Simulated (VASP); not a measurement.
Write the native input for VASP 6.6.1 that does the following.

* Task: single point
* Functional: revPBE
* Potentials or basis: VASP PAW PBE potentials, release 64 (Sb)
* Cutoff: 520 eV
* k mesh: 19 × 19 × 19
* Occupations: fermi-dirac, width 0.1 eV
* Spin: no spin polarisation
* Dipole correction: no
* Further INCAR settings: ALGO = Normal; EDIFF = 1e-07; NBANDS = 8

The structure of Sb lies in POSCAR:

```
Sb
1.0
   -1.9058694391      1.9058694391      1.9058694391
    1.9058694391     -1.9058694391      1.9058694391
    1.9058694391      1.9058694391     -1.9058694391
Sb
1
Direct
    0.0000000000      0.0000000000      0.0000000000
```

The input as run:

INCAR

```
PREC = Accurate
ENCUT = 520
EDIFF = 1E-7
ISMEAR = -1
SIGMA = 0.1
LREAL = F
LASPH = T
NELM = 60
ALGO = Normal
ISIF = 2
LWAVE = F
LCHARG = T
GGA = RE
LELF = T
LVHAR = T
NBANDS = 8
```

KPOINTS

```
Automatic mesh
0
Gamma
  19 19 19
```

Potentials or basis: VASP PAW PBE potentials, release 64 (Sb).

Run with:

```sh
$ cat potpaw_PBE.64/Sb/POTCAR > POTCAR
$ mpirun -np 1 vasp_std > vasp.out
```

Results of the run:

```yaml
Pressure: -0.2 GPa
```

Caveat: the PAW data sets were made with another functional, which shifts forces and pressure a little.

Wall time 48 s on 1 thread of AMD EPYC 7R43 64-Core Processor (Zen 3) (shared host), peak memory 0.15 GiB.
